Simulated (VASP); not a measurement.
## AlNi3: single point with PBE

AlNi3:

```
Al Ni
1.0
    -2.36831    2.36831    2.36831
     2.36831   -2.36831    2.36831
     2.36831    2.36831   -2.36831
Al Ni
1 3
Cartesian
  0.0000 0.0000 0.0000
  2.3683 0.0000 0.0000
  0.0000 2.3683 0.0000
  0.0000 0.0000 2.3683
```

```json
{"Program": "VASP 6.6.1", "Task": "single point", "Functional": "PBE", "Potentials or basis": "VASP PAW PBE potentials, release 64 (Al, Ni)", "Cutoff": "520 eV", "k mesh": "14 × 14 × 14", "Occupations": "gaussian, width 0.1 eV", "Spin": "collinear spin, ferromagnetic start", "Starting moments": "[0.0, 0.15, 0.15, 0.15] μB"}
```

```json
{
  "Pressure": "0.0 GPa",
  "Net moment": "0.00 μB per cell",
  "Valence electrons inside the program's atomic spheres": "Al 0.80; Ni 9.31"
}
```

Levels at points of the mesh, in eV from the Fermi level:
Spin up:
| k point | band 14 | band 15 | band 16 | band 17 | band 18 | band 19 | band 20 | band 21 |
| --- | --- | --- | --- | --- | --- | --- | --- | --- |
| (0.00, 0.00, 0.00) | -0.07 | -0.07 | 0.90 | 2.41 | 2.41 | 2.41 | 4.88 | 4.88 |
| (0.50, 0.00, 0.00) | -0.74 | -0.46 | -0.30 | -0.20 | 2.17 | 2.62 | 3.23 | 4.01 |
| (0.50, 0.50, 0.50) | -0.85 | -0.85 | -0.08 | -0.08 | -0.08 | 2.38 | 2.46 | 2.46 |
Spin down:
```
           k point  band 15  band 16  band 17  band 18  band 19  band 20
(0.00, 0.00, 0.00)    -0.06     0.90     2.41     2.41     2.41     4.88
(0.50, 0.00, 0.00)    -0.46    -0.30    -0.20     2.17     2.63     3.23
(0.50, 0.50, 0.50)    -0.84    -0.08    -0.08    -0.08     2.38     2.47
```

Wall time 5.5 min on 1 thread of Intel(R) Xeon(R) Platinum 8259CL CPU @ 2.50GHz (Skylake/Cascade Lake) (shared host), peak memory 0.35 GiB.
